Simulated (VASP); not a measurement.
# Li (Im-3m) in VASP: notebook

Runs on Li. Level: PBE. Tasks: single point, relaxation of volume and atoms at fixed shape.

All numbers are computed with VASP 6.6.1; they aren't measurements. Logs are shortened: lines on timing, memory, paths and dates and some standing lists are left out, and cuts for length are marked.

### 1 The cell of the first run

It takes space group Im-3m (No. 229, cubic). The conventional cell has a = 3.429 Å, b = 3.429 Å, c = 3.429 Å, α = 90.00°, β = 90.00°, γ = 90.00°. Within 3.9 Å of Li (site symmetry m-3m) lie 14 Li at 2.97 to 3.43 Å.

### 2 Single point, PBE

Contents of INCAR:

```
  PREC = Accurate
  ENCUT = 750
  EDIFF = 1E-6
  ISMEAR = 1
  SIGMA = 0.05
  LREAL = F
  LASPH = T
  NELM = 120
  ALGO = Normal
  ISIF = 2
  LWAVE = F
  LCHARG = F
  GGA = PE
  NBANDS = 10
  GGA_COMPAT = F
```

Contents of KPOINTS:

```
Automatic mesh
0
Gamma
  6 6 6
```

Contents of POSCAR:

```
Li
1.0
    3.4291457122      0.0000000000      0.0000000000
    0.0000000000      3.4291457122      0.0000000000
    0.0000000000      0.0000000000      3.4291457122
Li
2
Direct
    0.0000000000      0.0000000000      0.0000000000
    0.5000000000      0.5000000000      0.5000000000
```

Potentials or basis: VASP PAW PBE potentials, release 64 (Li_sv).

On the command line:

```
$ cat potpaw_PBE.64/Li_sv/POTCAR > POTCAR
$ mpirun -np 1 vasp_std > vasp.out
```

OUTCAR:

```text
PREC = Accurate
   ENCUT = 750
   EDIFF = 1E-6
   ISMEAR = 1
   LREAL = F
   LASPH = T
   NELM = 120
   ISIF = 2
   GGA = PE

 ion  position               nearest neighbor table
   1  0.000  0.000  0.000-
   2  0.500  0.500  0.500-

  LATTYP: Found a simple cubic cell.
 ALAT       =     3.4291457122

  Lattice vectors:

 A1 = (   3.4291457122,   0.0000000000,   0.0000000000)
 A2 = (   0.0000000000,   3.4291457122,   0.0000000000)
 A3 = (   0.0000000000,   0.0000000000,   3.4291457122)

Analysis of symmetry for initial positions (statically):
=====================================================================
 Subroutine PRICEL returns following result:

  LATTYP: Found a body centered cubic cell.
 ALAT       =     3.4291457122

  Lattice vectors:

 A1 = (   1.7145728561,   1.7145728561,  -1.7145728561)
 A2 = (  -1.7145728561,   1.7145728561,   1.7145728561)
 A3 = (   1.7145728561,  -1.7145728561,   1.7145728561)

   2 primitive cells build up your supercell.

 Routine SETGRP: Setting up the symmetry group for a
 simple cubic supercell.

 Subroutine GETGRP returns: Found 48 space group operations
 (whereof 48 operations were pure point group operations)
 out of a pool of 48 trial point group operations.

The static configuration has the point symmetry O_h .

Analysis of symmetry for dynamics (positions and initial velocities):
=====================================================================
 Subroutine PRICEL returns following result:

  LATTYP: Found a body centered cubic cell.
 ALAT       =     3.4291457122

  Lattice vectors:

 A1 = (   1.7145728561,   1.7145728561,  -1.7145728561)
 A2 = (  -1.7145728561,   1.7145728561,   1.7145728561)
 A3 = (   1.7145728561,  -1.7145728561,   1.7145728561)

   2 primitive cells build up your supercell.

 Routine SETGRP: Setting up the symmetry group for a
 simple cubic supercell.

 Subroutine GETGRP returns: Found 48 space group operations
 (whereof 48 operations were pure point group operations)
 out of a pool of 48 trial point group operations.

The dynamic configuration has the point symmetry O_h .

 Subroutine INISYM returns: Found 48 space group operations
 (whereof 48 operations are pure point group operations),
 and found     2 'primitive' translations

----------------------------------------------------------------------------------------

                                     Primitive cell

  volume of cell :      20.1617

  direct lattice vectors                    reciprocal lattice vectors
     1.714572856  1.714572856 -1.714572856     0.291617821  0.291617821  0.000000000
    -1.714572856  1.714572856  1.714572856    -0.000000000  0.291617821  0.291617821
     1.714572856 -1.714572856  1.714572856     0.291617821  0.000000000  0.291617821

  length of vectors
     2.969727300  2.969727300  2.969727300     0.412409877  0.412409877  0.412409877

  position of ions in fractional coordinates (direct lattice)
     0.000000000  0.000000000  0.000000000

  ion indices of the primitive-cell ions
   primitive index   ion index
                 1           1

----------------------------------------------------------------------------------------

 KPOINTS: Automatic mesh

Automatic generation of k-mesh.
 Grid dimensions read from file:
 generate k-points for:    6    6    6

 Generating k-lattice:

  Cartesian coordinates                     Fractional coordinates (reciprocal lattice)
     0.048602970  0.000000000  0.000000000     0.166666667  0.000000000  0.000000000
     0.000000000  0.048602970  0.000000000     0.000000000  0.166666667  0.000000000
     0.000000000  0.000000000  0.048602970     0.000000000  0.000000000  0.166666667

  Length of vectors
     0.048602970  0.048602970  0.048602970

  Shift w.r.t. Gamma in fractional coordinates (k-lattice)
     0.000000000  0.000000000  0.000000000

 Subroutine IBZKPT returns following result:
 ===========================================

 Found     20 irreducible k-points:

 Following reciprocal coordinates:
            Coordinates               Weight
  0.000000  0.000000  0.000000      1.000000
  0.166667  0.000000  0.000000      6.000000
  0.333333  0.000000  0.000000      6.000000
  0.500000  0.000000  0.000000      3.000000
  0.166667  0.166667  0.000000     12.000000
  0.333333  0.166667  0.000000     24.000000
[... 12 lines left out ...]
  0.500000  0.500000  0.333333      6.000000
  0.500000  0.500000  0.500000      1.000000
   k-points           NKPTS =     20   k-points in BZ     NKDIM =     20   number of bands    NBANDS=     10
   number of dos      NEDOS =    301   number of ions     NIONS =      2
   total plane-waves  NPLWV =  32768
   dimension x,y,z NGX =    32 NGY =   32 NGZ =   32
   dimension x,y,z NGXF=    64 NGYF=   64 NGZF=   64
   ions per type =               2
   NGX,Y,Z   is equivalent  to a cutoff of  15.51, 15.51, 15.51 a.u.
   NGXF,Y,Z  is equivalent  to a cutoff of  31.03, 31.03, 31.03 a.u.
 SYSTEM =  unknown system
   PREC   = accura    normal or accurate (medium, high low for compatibility)
   ISTART =      0    job   : 0-new  1-cont  2-samecut
   ICHARG =      2    charge: 1-file 2-atom 10-const
   ISPIN  =      1    spin polarized calculation?
   LNONCOLLINEAR =      F non collinear calculations
   LSORBIT =      F    spin-orbit coupling
   LASPH  =      T    aspherical Exc in radial PAW
   ENCUT  =  750.0 eV  55.12 Ry    7.42 a.u.   7.66  7.66  7.66*2*pi/ulx,y,z
   NELM   =    120;   NELMIN=  2; NELMDL= -5     # of ELM steps
   EDIFF  = 0.1E-05   stopping-criterion for ELM
   LREAL  =      F    real-space projection
   EDIFFG = 0.1E-04   stopping-criterion for IOM
   NSW    =      0    number of steps for IOM
   IBRION =     -1    ionic relax: 0-MD 1-quasi-New 2-CG
   NFREE  =      0    steps in history (QN), initial steepest desc. (CG)
   ISIF   =      2    stress and relaxation
   ISYM   =      2    0-nonsym 1-usesym 2-fastsym
   POTIM  = 0.5000    time-step for ionic-motion
   TEBEG  =    0.0;   TEEND  =   0.0 temperature during run
   PSTRESS=    0.0 pullay stress
   NELECT =       6.0000    total number of electrons
   NUPDOWN=      -1.0000    fix difference up-down
   EMIN   =  10.00;   EMAX   =-10.00  energy-range for DOS
   EFERMI =   0.00;   METHOD = LEGACY
   ISMEAR =     1;   SIGMA  =   0.05  broadening in eV -4-tet -1-fermi 0-gaus
   EFERMI_NEDOS =   21; number of points for ismear=-14 and -15
   IALGO  =     38    algorithm
   IMIX   =      4    mixing-type and parameters
     AMIX     =   0.40;   BMIX     =  1.00
     AMIX_MAG =   1.60;   BMIX_MAG =  1.00
  volume/ion in A,a.u.               =      20.16       136.06
  Fermi-wavevector in a.u.,A,eV,Ry     =   0.867506  1.639349 10.239298  0.752567
  Thomas-Fermi vector in A             =   1.986050
   LORBIT       =      0    0 simple, 1 ext, 2 COOP (PROOUT), +10 PAW based schemes
   GGA     = PE    functional components
   LHFCALC =     F    Hartree Fock is set to
   AEXX    =    0.0000 exact exchange contribution
   IVDW    =     0    specifies the selected vdW correction
   LEPSILON=     F    determine dielectric tensor
   LRPA    =     F    only Hartree local field effects (RPA)
 non-spin polarized calculation
 Methfessel and Paxton  Order N= 1 SIGMA  =   0.05
  energy-cutoff  :      750.00
  volume of cell :       40.32
 maximum number of plane-waves:      1924
 NGX is ok and might be reduce to    32
   NGX = 15   NGY = 15   NGZ = 15

 number of electron       6.0000007 magnetization

 Free energy of the ion-electron system (eV)
  ---------------------------------------------------
  ext. energy  EPLUGINS =         0.00000000
  ---------------------------------------------------
  free energy    TOTEN  =        -3.80738629 eV

  energy without entropy =       -3.80495640  energy(sigma->0) =       -3.80657633

 E-fermi :   0.6537     XC(G=0):  -7.0573

 val. band max:        0.3720506704   @ k =   0.5000   0.3333   0.0000
 cond. band min:       0.6678134061   @ k =   0.5000   0.3333   0.1667
 fundamental gap:      0.2957627357
 Fermi energy:         0.6536651247

 k-point     1 :       0.0000    0.0000    0.0000
  band No.  band energies     occupation
      1     -45.8737      2.00000
      2     -45.8404      2.00000
      3      -2.9394      2.00000
      4       6.1803      0.00000
      5       6.1803      0.00000
      6       6.1803      0.00000
      7       8.4374      0.00000
      8       8.4374      0.00000
      9      14.6115      0.00000
     10      15.3016      0.00000

 k-point     2 :       0.1667    0.0000    0.0000
  band No.  band energies     occupation
      1     -45.8711      2.00000
      2     -45.8423      2.00000
      3      -2.6746      2.00000
      4       3.9242      0.00000
      5       6.5213      0.00000
      6       6.5213      0.00000
      7       8.7924      0.00000
      8      11.1005      0.00000
      9      13.9661      0.00000
     10      13.9662      0.00000

 k-point     3 :       0.3333    0.0000    0.0000
  band No.  band energies     occupation
      1     -45.8642      2.00000
      2     -45.8476      2.00000
      3      -1.8731      2.00000
      4       1.4222     -0.00000
      5       7.5388      0.00000
      6       7.5388      0.00000
      7       9.8575      0.00000
      8      11.4606      0.00000
      9      11.4606      0.00000
     10      13.0735      0.00000

 k-point     4 :       0.5000    0.0000    0.0000
  band No.  band energies     occupation
      1     -45.8555      2.00000
      2     -45.8555      2.00000
      3      -0.5151      2.00000
      4      -0.5151      2.00000
      5       9.2101      0.00000
      6       9.2101      0.00000
      7       9.2101      0.00000
      8       9.2101      0.00000
      9      11.6325      0.00000
     10      11.6325      0.00000

 k-point     5 :       0.1667    0.1667    0.0000
  band No.  band energies     occupation
      1     -45.8688      2.00000
      2     -45.8438      2.00000
      3      -2.4106      2.00000
      4       3.6301      0.00000
      5       5.0527      0.00000
      6       6.8602      0.00000
      7      10.4488      0.00000
      8      12.0370      0.00000
      9      12.3842      0.00000
     10      13.5341      0.00000

 k-point     6 :       0.3333    0.1667    0.0000
  band No.  band energies     occupation
      1     -45.8627      2.00000
      2     -45.8483      2.00000
      3      -1.6141      2.00000
      4       1.5991     -0.00000
      5       5.6287      0.00000
      6       7.8695      0.00000
      7       9.4165      0.00000
      8      11.6199      0.00000
      9      11.6552      0.00000
     10      13.6457      0.00000
[... 131 lines left out ...]
 k-point    17 :       0.3333    0.3333    0.3333
  band No.  band energies     occupation
      1     -45.8557      2.00000
      2     -45.8515      2.00000
      3       0.2320      2.00000
      4       2.9772      0.00000
      5       2.9772      0.00000
      6       6.7703      0.00000
      7       7.1462      0.00000
      8       7.1462      0.00000
      9       9.9560      0.00000
     10      11.2792      0.00000

 k-point    18 :       0.5000    0.3333    0.3333
  band No.  band energies     occupation
      1     -45.8532      2.00000
      2     -45.8532      2.00000
      3       1.4974     -0.00000
      4       1.4974     -0.00000
      5       4.7210      0.00000
      6       4.7210      0.00000
      7       6.9411      0.00000
      8       6.9411      0.00000
      9      10.0825      0.00000
     10      10.0825      0.00000

 k-point    19 :       0.5000    0.5000    0.3333
  band No.  band energies     occupation
      1     -45.8528      2.00000
      2     -45.8528      2.00000
      3       2.2853      0.00000
      4       2.2853      0.00000
      5       3.9982      0.00000
      6       3.9982      0.00000
      7       6.4655      0.00000
      8       6.4655      0.00000
      9       9.4774      0.00000
     10       9.4774      0.00000

 k-point    20 :       0.5000    0.5000    0.5000
  band No.  band energies     occupation
      1     -45.8524      2.00000
      2     -45.8524      2.00000
      3       4.0325      0.00000
      4       4.0325      0.00000
      5       4.0325      0.00000
      6       4.0325      0.00000
      7       4.0325      0.00000
      8       4.0325      0.00000
      9       9.1013      0.00000
     10       9.1013      0.00000

------------------------ aborting loop because EDIFF is reached ----------------------------------------

  FORCE on cell =-STRESS in cart. coord.  units (eV):
  Direction    XX          YY          ZZ          XY          YZ          ZX
  --------------------------------------------------------------------------------------
  -------------------------------------------------------------------------------------
  Total       -0.0198186     -0.0198186     -0.0198186     -0.0000000      0.0000000     -0.0000000
  in kB       -0.7874553     -0.7874553     -0.7874553     -0.0000000      0.0000000     -0.0000000
  external PRESSURE =      -0.7874553 kB  Pullay stress =       0.0000000 kB

 VOLUME and BASIS-vectors are now :
 -----------------------------------------------------------------------------
  energy-cutoff  :      750.00
  volume of cell :       40.32
      direct lattice vectors                 reciprocal lattice vectors
     3.429145712  0.000000000  0.000000000     0.291617821  0.000000000  0.000000000
     0.000000000  3.429145712  0.000000000     0.000000000  0.291617821  0.000000000
     0.000000000  0.000000000  3.429145712     0.000000000  0.000000000  0.291617821

 POSITION                                       TOTAL-FORCE (eV/Angst)
 -----------------------------------------------------------------------------------
      0.00000      0.00000      0.00000         0.000000      0.000000      0.000000
      1.71457      1.71457      1.71457        -0.000000     -0.000000     -0.000000
 -----------------------------------------------------------------------------------
    total drift:                                0.000000      0.000000     -0.000000

  FREE ENERGIE OF THE ION-ELECTRON SYSTEM (eV)
  ---------------------------------------------------
  free  energy   TOTEN  =        -3.8073862923 eV

  energy  without entropy=       -3.8049564049  energy(sigma->0) =       -3.80657633
```

Run time: 7.1 s. Hardware: 1 thread of Intel Xeon 8259CL, shared host; peak memory 0.16 GiB.

Results:

```yaml
Free_energy: -3.8074 eV
Pressure: -0.1 GPa
Band_gap_on_the_k_mesh: zero (band 3 reaches 4.03 eV, above the bottom of band 4 at -0.52 eV)
```

### 3 Relaxation of volume and atoms at fixed shape, PBE

This run uses another cell than the first one, of 21.62 Å³/atom, 1.072 times its volume.

Contents of INCAR:

```
ALGO = Normal
EDIFF = 1E-7
EDIFFG = -0.02
ENCUT = 750
GGA = PE
GGA_COMPAT = F
IBRION = 2
ISIF = 8
ISMEAR = 1
LASPH = T
LCHARG = F
LREAL = F
LWAVE = F
NELM = 120
NELMIN = 4
NSW = 80
PREC = Accurate
SIGMA = 0.05
```

Contents of KPOINTS:

```
k-points
0
Gamma
  6 6 6
```

Contents of POSCAR:

```
Li
1.0
    3.5100000000      0.0000000000      0.0000000000
    0.0000000000      3.5100000000      0.0000000000
    0.0000000000      0.0000000000      3.5100000000
Li
2
Direct
    0.0000000000      0.0000000000      0.0000000000
    0.5000000000      0.5000000000      0.5000000000
```

Potentials or basis: VASP PAW PBE potentials, release 64 (Li_sv).

On the command line:

```
$ cat potpaw_PBE.64/Li_sv/POTCAR > POTCAR
$ mpirun -np 1 vasp_std > vasp.out
```

Run time: 22 s. Hardware: 1 thread of Intel Xeon 8259CL, shared host; peak memory 0.17 GiB.

Results (log left out):

```
Free energy                            : -3.8091 eV
Relaxed volume                         : 20.19 Å³/atom
Relaxed cell                           : a = 3.431 Å, b = 3.431 Å, c = 3.431 Å, α = 90.00°, β = 90.00°, γ = 90.00°
Space group after relaxing (to 0.05 Å) : Im-3m (No. 229)
Energy gained by relaxing              : 4.7 meV/atom
Ionic steps                            : 3
Pressure after relaxing                : -0.1 GPa
Band gap on the k mesh                 : zero (band 3 reaches 4.02 eV, above the bottom of band 4 at -0.52 eV)
```

The path:
```
step  energy change (eV)  largest force (eV/Å)  pressure (GPa)  volume (Å³)
   1              0.0000                0.0000           -0.95        43.24
   2             -0.0042                0.0000           -0.73        42.45
   3             -0.0094                0.0000           -0.07        40.39
```

Final structure:
```
Li
1.0
     3.43100    0.00000    0.00000
     0.00000    3.43100    0.00000
     0.00000    0.00000    3.43100
Li
2
Direct
  0.00000 0.00000 0.00000
  0.50000 0.50000 0.50000
```

Levels at points of the mesh, in eV from the Fermi level:
```
           k point  band 1  band 2  band 3  band 4  band 5  band 6
(0.00, 0.00, 0.00)  -46.53  -46.50   -3.59    5.52    5.52    5.52
(0.50, 0.00, 0.00)  -46.51  -46.51   -1.17   -1.17    8.55    8.55
(0.50, 0.50, 0.00)  -46.51  -46.51    0.23    0.23    3.24    3.24
(0.50, 0.50, 0.50)  -46.51  -46.51    3.38    3.38    3.38    3.38
```
